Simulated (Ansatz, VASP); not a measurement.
## Two plane-wave programs on Zn

Contents of INCAR:

```
SYSTEM = Zn
ALGO = Normal
EDIFF = 1E-6
EDIFFG = -0.05
ENCUT = 600
GGA = PS
IBRION = 2
ISIF = 3
ISMEAR = 0
LASPH = .TRUE.
LCHARG = .FALSE.
LREAL = .FALSE.
LWAVE = .FALSE.
NELM = 60
NSW = 80
PREC = Accurate
SIGMA = 0.1
```

KPOINTS

```
k-points
0
G
  10 10 10
  0 0 0
```

POSCAR

```
Zn
1.0
    0.0000000000      1.7129555166      1.7129555166
    1.7129555166      0.0000000000      1.7129555166
    1.7129555166      1.7129555166      0.0000000000
Zn
1
Direct
    0.0000000000      0.0000000000      0.0000000000
```

Input for Ansatz:

```yaml
crystal:
  lattice:
    - [0.0, 1.712955398, 1.712955398]
    - [1.712955398, 0.0, 1.712955398]
    - [1.712955398, 1.712955398, 0.0]
  atoms:
    - { symbol: Zn, position: [0.0, 0.0, 0.0] }
basis:
  ecutwfc: 420
kpoints:
  mp_grid: { grid: [10, 10, 10] }
hamiltonian:
  xc: pbesol
scf:
  occupations: { method: gaussian, width: 0.1 }
output:
  forces: true
  stress: true
  eigenvalues: true
relax:
  adjacent_minimum: "off"
  f_tol: 0.05
  max_steps: 60
  cell: { stress_tol: 0.5 }
```

Alike in both runs: task relaxation of cell and atoms; functional PBEsol; k mesh 10 × 10 × 10; occupations gaussian, width 0.1 eV; no spin polarisation.

```csv
,VASP,Ansatz
version,VASP 6.6.1,Ansatz 0.2.0
potentials or method,"VASP PAW PBE potentials, release 64 (Zn), cutoff 600 eV","scalar-relativistic, plane waves, PAW"
valence electrons in the cell,12,12
```

Ansatz gave:

```
gap on the k mesh at the Fermi level, each at its own relaxed structure (eV) : none
relaxed volume (Å³/atom)                                                     : 14.02
relaxed cell length with the largest relative difference (Å)                 : 2.707
```

**Question.** What did VASP give for the same quantities?

**Answer.** gap on the k mesh at the Fermi level, each at its own relaxed structure (eV): none; relaxed volume (Å³/atom): 14.12; relaxed cell length with the largest relative difference (Å): 2.713.

VASP's potentials were made for PBE, not for PBEsol. A gap of «none» marks a metal or a gap that the smearing closes.

Noted on VASP's run: the volume moved by over 15 % at a fixed basis, so the end points are rough.
